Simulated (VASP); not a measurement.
Wanted: the native input for a VASP 6.6.1 run.

| Item | Value |
| --- | --- |
| Task | single point |
| Functional | PBE |
| Potentials or basis | VASP PAW PBE potentials, release 64 (C) |
| Cutoff | 600 eV |
| k mesh | 20 × 20 × 20 |
| Occupations | gaussian, width 0.02 eV |
| Spin | no spin polarisation |
| Dipole correction | no |
| Further INCAR settings | ALGO = Normal; EDIFF = 1e-06; NBANDS = 11 |

The structure of C lies in POSCAR:

```
C
1.0
    0.0000000000      1.8010282771      1.8010282771
    1.8010282771      0.0000000000      1.8010282771
    1.8010282771      1.8010282771      0.0000000000
C
2
Direct
    0.7500000000      0.7500000000      0.7500000000
    0.5000000000      0.5000000000      0.5000000000
```

These files were run (other wordings do the same):

INCAR

```
SYSTEM = C
PREC = Accurate ; ENCUT = 600
EDIFF = 1E-6 ; ISMEAR = 0
SIGMA = 0.02 ; LREAL = .FALSE.
LASPH = .TRUE. ; NELM = 120
ALGO = Normal ; ISIF = 2
LWAVE = .FALSE. ; LCHARG = .FALSE.
GGA = PE ; NBANDS = 11
GGA_COMPAT = .FALSE.
```

KPOINTS

```
regular mesh
0
G
  20 20 20
  0 0 0
```

Potentials or basis: VASP PAW PBE potentials, release 64 (C).

Run with:

```console
$ cat potpaw_PBE.64/C/POTCAR > POTCAR
$ mpirun -np 1 vasp_std > vasp.out
```

Results of the run:

| Item | Value |
| --- | --- |
| Pressure | -10.6 GPa |
| Band gap on the k mesh | 4.07 eV (least direct gap 5.51 eV) |

Caveat: the cell stands under tension.

It took 33 s on 1 thread of Intel Xeon 8259CL (shared host), peak memory 0.14 GiB.
